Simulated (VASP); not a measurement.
# Ta (P6_3/mmc) in VASP: notebook

The runs below take Ta through single point, relaxation of cell and atoms, with revPBE, RPBE, PBEsol, r2SCAN.

Program: VASP 6.6.1. These are calculated values, not measurements. Logs are shortened: lines on timing, memory, paths and dates and some standing lists are left out, and cuts for length are marked.

## (1) The cell of the first run

The structure is hexagonal, space group P6_3/mmc (No. 194). The conventional cell has a = 2.900 Å, b = 2.900 Å, c = 5.166 Å, α = 90.00°, β = 90.00°, γ = 120.00°. Within 3.8 Å of Ta (site symmetry -6m2) lie 12 Ta at 2.90 to 3.08 Å.

## (2) Single point, revPBE

Contents of INCAR:

```
PREC = Accurate
ENCUT = 520
EDIFF = 1E-7
ISMEAR = -1
SIGMA = 0.05
LREAL = False
LASPH = True
NELM = 100
ALGO = Normal
ISIF = 2
LWAVE = False
LCHARG = False
GGA = RE
NBANDS = 18
```

Contents of KPOINTS:

```
regular mesh
0
Gamma
  11 11 5
```

Contents of POSCAR:

```
Ta
1.0
    2.9003720726      0.0000000000      0.0000000000
   -1.4501860363      2.5117958953      0.0000000000
    0.0000000000      0.0000000000      5.1662740000
Ta
2
Direct
    0.3333333333      0.6666666667      0.2500000000
    0.6666666667      0.3333333333      0.7500000000
```

Potentials or basis: VASP PAW PBE potentials, release 64 (Ta_pv).

On the command line:

```console
$ cat potpaw_PBE.64/Ta_pv/POTCAR > POTCAR
$ mpirun -np 1 vasp_std > vasp.out
```

OUTCAR:

```text
PREC = Accurate
   ENCUT = 520
   EDIFF = 1E-7
   ISMEAR = -1
   LREAL = False
   LASPH = True
   NELM = 100
   ISIF = 2
   GGA = RE

 ion  position               nearest neighbor table
   1  0.333  0.667  0.250-   2 3.08   2 3.08   2 3.08   2 3.08   2 3.08   2 3.08
   2  0.667  0.333  0.750-   1 3.08   1 3.08   1 3.08   1 3.08   1 3.08   1 3.08

  LATTYP: Found a hexagonal cell.
 ALAT       =     2.9003720726
 C/A-ratio  =     1.7812452577

  Lattice vectors:

 A1 = (   2.9003720726,   0.0000000000,   0.0000000000)
 A2 = (  -1.4501860363,   2.5117958953,   0.0000000000)
 A3 = (   0.0000000000,   0.0000000000,   5.1662740000)

Analysis of symmetry for initial positions (statically):
=====================================================================
 Subroutine PRICEL returns:
 Original cell was already a primitive cell.

 Routine SETGRP: Setting up the symmetry group for a
 hexagonal supercell.

 Subroutine GETGRP returns: Found 24 space group operations
 (whereof 12 operations were pure point group operations)
 out of a pool of 24 trial point group operations.

The static configuration has the point symmetry D_3d.
 The point group associated with its full space group is D_6h.

Analysis of symmetry for dynamics (positions and initial velocities):
=====================================================================
 Subroutine PRICEL returns:
 Original cell was already a primitive cell.

 Routine SETGRP: Setting up the symmetry group for a
 hexagonal supercell.

 Subroutine GETGRP returns: Found 24 space group operations
 (whereof 12 operations were pure point group operations)
 out of a pool of 24 trial point group operations.

The dynamic configuration has the point symmetry D_3d.
 The point group associated with its full space group is D_6h.

 Subroutine INISYM returns: Found 24 space group operations
 (whereof 12 operations are pure point group operations),
 and found     1 'primitive' translations

----------------------------------------------------------------------------------------

                                     Primitive cell

  volume of cell :      37.6370

  direct lattice vectors                    reciprocal lattice vectors
     2.900372073  0.000000000  0.000000000     0.344783350  0.199060760  0.000000000
    -1.450186036  2.511795895  0.000000000     0.000000000  0.398121520  0.000000000
     0.000000000  0.000000000  5.166274000     0.000000000  0.000000000  0.193563098

  length of vectors
     2.900372073  2.900372073  5.166274000     0.398121520  0.398121520  0.193563098

  position of ions in fractional coordinates (direct lattice)
     0.333333333  0.666666667  0.250000000
     0.666666667  0.333333333  0.750000000

  ion indices of the primitive-cell ions
   primitive index   ion index
                 1           1
                 2           2

----------------------------------------------------------------------------------------

 KPOINTS: regular mesh

Automatic generation of k-mesh.
 Grid dimensions read from file:
 generate k-points for:   11   11    5

 Generating k-lattice:

  Cartesian coordinates                     Fractional coordinates (reciprocal lattice)
     0.031343941  0.018096433  0.000000000     0.090909091 -0.000000000  0.000000000
     0.000000000  0.036192865  0.000000000     0.000000000  0.090909091  0.000000000
     0.000000000  0.000000000  0.038712620     0.000000000  0.000000000  0.200000000

  Length of vectors
     0.036192865  0.036192865  0.038712620

  Shift w.r.t. Gamma in fractional coordinates (k-lattice)
     0.000000000  0.000000000  0.000000000

 Subroutine IBZKPT returns following result:
 ===========================================

 Found     48 irreducible k-points:

 Following reciprocal coordinates:
            Coordinates               Weight
  0.000000  0.000000  0.000000      1.000000
  0.090909  0.000000  0.000000      6.000000
  0.181818  0.000000  0.000000      6.000000
  0.272727  0.000000  0.000000      6.000000
  0.363636 -0.000000  0.000000      6.000000
  0.454545  0.000000  0.000000      6.000000
[... 16 lines left out ...]
  0.090909  0.090909  0.200000     12.000000
  0.181818  0.090909  0.200000     24.000000
 [... further k-points ...]
   k-points           NKPTS =     48   k-points in BZ     NKDIM =     48   number of bands    NBANDS=     18
   number of dos      NEDOS =    301   number of ions     NIONS =      2
   total plane-waves  NPLWV =  23040
   dimension x,y,z NGX =    24 NGY =   24 NGZ =   40
   dimension x,y,z NGXF=    48 NGYF=   48 NGZF=   80
   ions per type =               2
   NGX,Y,Z   is equivalent  to a cutoff of  13.76, 13.76, 12.87 a.u.
   NGXF,Y,Z  is equivalent  to a cutoff of  27.51, 27.51, 25.74 a.u.
 SYSTEM =  unknown system
   PREC   = accura    normal or accurate (medium, high low for compatibility)
   ISTART =      0    job   : 0-new  1-cont  2-samecut
   ICHARG =      2    charge: 1-file 2-atom 10-const
   ISPIN  =      1    spin polarized calculation?
   LNONCOLLINEAR =      F non collinear calculations
   LSORBIT =      F    spin-orbit coupling
   LASPH  =      T    aspherical Exc in radial PAW
   ENCUT  =  520.0 eV  38.22 Ry    6.18 a.u.   5.39  5.39  9.61*2*pi/ulx,y,z
   NELM   =    100;   NELMIN=  2; NELMDL= -5     # of ELM steps
   EDIFF  = 0.1E-06   stopping-criterion for ELM
   LREAL  =      F    real-space projection
   EDIFFG = 0.1E-05   stopping-criterion for IOM
   NSW    =      0    number of steps for IOM
   IBRION =     -1    ionic relax: 0-MD 1-quasi-New 2-CG
   NFREE  =      0    steps in history (QN), initial steepest desc. (CG)
   ISIF   =      2    stress and relaxation
   ISYM   =      2    0-nonsym 1-usesym 2-fastsym
   POTIM  = 0.5000    time-step for ionic-motion
   TEBEG  =    0.0;   TEEND  =   0.0 temperature during run
   PSTRESS=    0.0 pullay stress
   NELECT =      22.0000    total number of electrons
   NUPDOWN=      -1.0000    fix difference up-down
   EMIN   =  10.00;   EMAX   =-10.00  energy-range for DOS
   EFERMI =   0.00;   METHOD = LEGACY
   ISMEAR =    -1;   SIGMA  =   0.05  broadening in eV -4-tet -1-fermi 0-gaus
   EFERMI_NEDOS =   21; number of points for ismear=-14 and -15
   IALGO  =     38    algorithm
   IMIX   =      4    mixing-type and parameters
     AMIX     =   0.40;   BMIX     =  1.00
     AMIX_MAG =   1.60;   BMIX_MAG =  1.00
  volume/ion in A,a.u.               =      18.82       126.99
  Fermi-wavevector in a.u.,A,eV,Ry     =   1.368812  2.586680 25.492516  1.873647
  Thomas-Fermi vector in A             =   2.494743
   LORBIT       =      0    0 simple, 1 ext, 2 COOP (PROOUT), +10 PAW based schemes
   GGA     = RE    functional components
   LHFCALC =     F    Hartree Fock is set to
   AEXX    =    0.0000 exact exchange contribution
   IVDW    =     0    specifies the selected vdW correction
   LEPSILON=     F    determine dielectric tensor
   LRPA    =     F    only Hartree local field effects (RPA)
 non-spin polarized calculation
  energy-cutoff  :      520.00
  volume of cell :       37.64
 maximum number of plane-waves:      1039
 NGX is ok and might be reduce to    24
   NGX = 11   NGY = 11   NGZ = 19

 number of electron      22.0000003 magnetization

 Free energy of the ion-electron system (eV)
  ---------------------------------------------------
  ext. energy  EPLUGINS =         0.00000000
  ---------------------------------------------------
  free energy    TOTEN  =       -22.29940583 eV

  energy without entropy =      -22.28012963  energy(sigma->0) =      -22.28976773

 E-fermi :   5.6565     XC(G=0): -12.3419

 val. band max:        5.6383576062   @ k =   0.1818   0.0000   0.0000
 cond. band min:       5.6570009401   @ k =   0.3636  -0.0000   0.0000
 fundamental gap:      0.0186433339
 Fermi energy:         5.6564543875

 k-point     1 :       0.0000    0.0000    0.0000
  band No.  band energies     occupation
      1     -28.9489      2.00000
      2     -28.1433      2.00000
      3     -28.0233      2.00000
      4     -28.0233      2.00000
      5     -27.9421      2.00000
      6     -27.9421      2.00000
[... 10 lines left out ...]
     17      10.7697      0.00000
     18      10.7697      0.00000

 k-point     2 :       0.0909    0.0000    0.0000
  band No.  band energies     occupation
      1     -28.9229      2.00000
      2     -28.1463      2.00000
      3     -28.1072      2.00000
      4     -28.0460      2.00000
      5     -28.0278      2.00000
      6     -27.9576      2.00000
[... 10 lines left out ...]
     17      10.8927      0.00000
     18      11.4022      0.00000

 k-point     3 :       0.1818    0.0000    0.0000
  band No.  band energies     occupation
      1     -28.8501      2.00000
      2     -28.3298      2.00000
      3     -28.2504      2.00000
      4     -28.1573      2.00000
      5     -28.1053      2.00000
      6     -28.0001      2.00000
[... 10 lines left out ...]
     17      11.0826      0.00000
     18      12.6897      0.00000

 k-point     4 :       0.2727    0.0000    0.0000
  band No.  band energies     occupation
      1     -28.7447      2.00000
      2     -28.6154      2.00000
      3     -28.5273      2.00000
      4     -28.1811      2.00000
      5     -28.1803      2.00000
      6     -28.0570      2.00000
[... 10 lines left out ...]
     17      11.1778      0.00000
     18      13.6032      0.00000

 k-point     5 :       0.3636   -0.0000    0.0000
  band No.  band energies     occupation
      1     -28.8710      2.00000
      2     -28.7701      2.00000
      3     -28.6297      2.00000
      4     -28.2473      2.00000
      5     -28.2205      2.00000
      6     -28.1097      2.00000
[... 10 lines left out ...]
     17      11.1871      0.00000
     18      13.3640      0.00000

 k-point     6 :       0.4545    0.0000    0.0000
  band No.  band energies     occupation
      1     -29.0196      2.00000
      2     -28.9100      2.00000
      3     -28.5419      2.00000
      4     -28.2863      2.00000
      5     -28.2631      2.00000
      6     -28.1411      2.00000
[... 10 lines left out ...]
     17      12.0979      0.00000
     18      13.3828      0.00000

 k-point     7 :       0.0909    0.0909    0.0000
  band No.  band energies     occupation
      1     -28.8735      2.00000
      2     -28.2464      2.00000
      3     -28.1960      2.00000
      4     -28.1533      2.00000
      5     -28.0761      2.00000
      6     -27.9976      2.00000
[... 10 lines left out ...]
     17      10.9171      0.00000
     18      12.4057      0.00000

 k-point     8 :       0.1818    0.0909    0.0000
  band No.  band energies     occupation
      1     -28.7842      2.00000
      2     -28.4843      2.00000
      3     -28.4316      2.00000
      4     -28.1709      2.00000
      5     -28.1582      2.00000
      6     -28.0624      2.00000
[... 10 lines left out ...]
     17      10.9177      0.00000
     18      13.7984      0.00000
[... 229 lines left out ...]
     17      10.8682      0.00000
     18      11.7485      0.00000

 k-point    20 :       0.2727    0.0000    0.2000
  band No.  band energies     occupation
      1     -28.7469      2.00000
      2     -28.5827      2.00000
      3     -28.5303      2.00000
      4     -28.2101      2.00000
      5     -28.1687      2.00000
      6     -28.0689      2.00000
[... 10 lines left out ...]
     17      10.9087      0.00000
     18      12.2814      0.00000

 k-point    21 :       0.3636   -0.0000    0.2000
  band No.  band energies     occupation
      1     -28.8949      2.00000
      2     -28.8042      2.00000
      3     -28.5526      2.00000
      4     -28.2382      2.00000
      5     -28.2343      2.00000
      6     -28.1230      2.00000
[... 10 lines left out ...]
     17      11.2217      0.00000
     18      12.5031      0.00000

 k-point    22 :       0.4545    0.0000    0.2000
  band No.  band energies     occupation
      1     -29.0327      2.00000
      2     -28.9405      2.00000
      3     -28.4898      2.00000
      4     -28.2726      2.00000
      5     -28.2684      2.00000
      6     -28.1552      2.00000
[... 10 lines left out ...]
     17      12.1359      0.00000
     18      12.4749      0.00000

 k-point    23 :       0.0909    0.0909    0.2000
  band No.  band energies     occupation
      1     -28.8138      2.00000
      2     -28.2728      2.00000
      3     -28.2339      2.00000
      4     -28.1537      2.00000
      5     -28.0681      2.00000
      6     -28.0065      2.00000
[... 10 lines left out ...]
     17      10.7448      0.00000
     18      11.6537      0.00000

 k-point    24 :       0.1818    0.0909    0.2000
  band No.  band energies     occupation
      1     -28.7516      2.00000
      2     -28.4769      2.00000
      3     -28.4406      2.00000
      4     -28.2107      2.00000
      5     -28.1426      2.00000
      6     -28.0721      2.00000
[... 10 lines left out ...]
     17      10.6790      0.00000
     18      12.3207      0.00000

 [... further k-points ...]

------------------------ aborting loop because EDIFF is reached ----------------------------------------

  FORCE on cell =-STRESS in cart. coord.  units (eV):
  Direction    XX          YY          ZZ          XY          YZ          ZX
  --------------------------------------------------------------------------------------
  -------------------------------------------------------------------------------------
  Total        0.2793398      0.2793398      0.4188775      0.0000000     -0.0000000      0.0000000
  in kB       11.8912616     11.8912616     17.8312650      0.0000000     -0.0000000      0.0000000
  external PRESSURE =      13.8712627 kB  Pullay stress =       0.0000000 kB

 VOLUME and BASIS-vectors are now :
 -----------------------------------------------------------------------------
  energy-cutoff  :      520.00
  volume of cell :       37.64
      direct lattice vectors                 reciprocal lattice vectors
     2.900372073  0.000000000  0.000000000     0.344783350  0.199060760  0.000000000
    -1.450186036  2.511795895  0.000000000     0.000000000  0.398121520  0.000000000
     0.000000000  0.000000000  5.166274000     0.000000000  0.000000000  0.193563098

 POSITION                                       TOTAL-FORCE (eV/Angst)
 -----------------------------------------------------------------------------------
     -0.00000      1.67453      1.29157         0.000000     -0.000000      0.000000
      1.45019      0.83727      3.87471        -0.000000      0.000000      0.000000
 -----------------------------------------------------------------------------------
    total drift:                               -0.000000      0.000000     -0.000000

  FREE ENERGIE OF THE ION-ELECTRON SYSTEM (eV)
  ---------------------------------------------------
  free  energy   TOTEN  =       -22.2994058298 eV

  energy  without entropy=      -22.2801296285  energy(sigma->0) =      -22.28976773
```

Run time: 40 s. Hardware: 1 thread of AMD EPYC 7R13 (Zen 3), shared host; peak memory 0.14 GiB.

What came out:

- Free energy: -22.2994 eV
- Pressure: 1.4 GPa
- Band gap on the k mesh: zero (band 11 reaches 6.53 eV, above the bottom of band 12 at 5.09 eV)

Caveat: the PAW data sets were made with another functional, which shifts forces and pressure a little; spin-orbit coupling is left out, which moves the levels of the heavy elements.

(Continued in part 2 of 2.)
